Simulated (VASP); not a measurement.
Write the native input for VASP 6.6.1 that does the following.

| Item | Value |
| --- | --- |
| Task | single point |
| Functional | PBE |
| Potentials or basis | VASP PAW PBE potentials, release 64 (Pt_sv_GW, S) |
| Cutoff | 570 eV |
| k mesh | 9 × 9 × 4 |
| Occupations | gaussian, width 0.05 eV |
| Spin | no spin polarisation |
| Dipole correction | no |
| Further INCAR settings | ALGO = Normal; EDIFF = 1e-06; NBANDS = 22 |

The structure of PtS2 lies in POSCAR:

```
PtS2
1.0
    3.4514000000      0.0000000000      0.0000000000
   -1.7257000000      2.9890000786      0.0000000000
    0.0000000000      0.0000000000      6.4966356506
Pt S
1 2
Direct
    0.0000000000      0.0000000000      0.0000000000
    0.3333333333      0.6666666667      0.2000268293
    0.6666666667      0.3333333333      0.7999731707
```

The input as run:

INCAR

```
SYSTEM = PtS2
  ALGO = Normal
  EDIFF = 1E-6
  ENCUT = 570
  GGA = PE
  GGA_COMPAT = .False.
  ISIF = 2
  ISMEAR = 0
  LASPH = .True.
  LCHARG = .False.
  LREAL = .False.
  LWAVE = .False.
  NBANDS = 22
  NELM = 120
  PREC = Accurate
  SIGMA = 0.05
```

KPOINTS

```
k-points
0
Gamma
  9 9 4
  0 0 0
```

Potentials or basis: VASP PAW PBE potentials, release 64 (Pt_sv_GW, S).

Run with:

```bash
$ cat potpaw_PBE.64/Pt_sv_GW/POTCAR potpaw_PBE.64/S/POTCAR > POTCAR
$ mpirun -np 1 vasp_std > vasp.out
```

It gave:

The pressure is 3.7 GPa and the largest force is 0.029 eV/Å. The band gap on the k mesh is 1.56 eV (least direct gap 1.67 eV).

Caveat: the stress differs along the axes, from -0 to 6 GPa; spin-orbit coupling is left out, which moves the levels of the heavy elements; this functional lacks dispersion, which binds layers or chains, so the pressure and a relaxed spacing across them are unreliable.

Wall time 31 s on 1 thread of Intel(R) Xeon(R) 6975P-C (Granite Rapids), with other jobs on the host, peak memory 0.23 GiB.
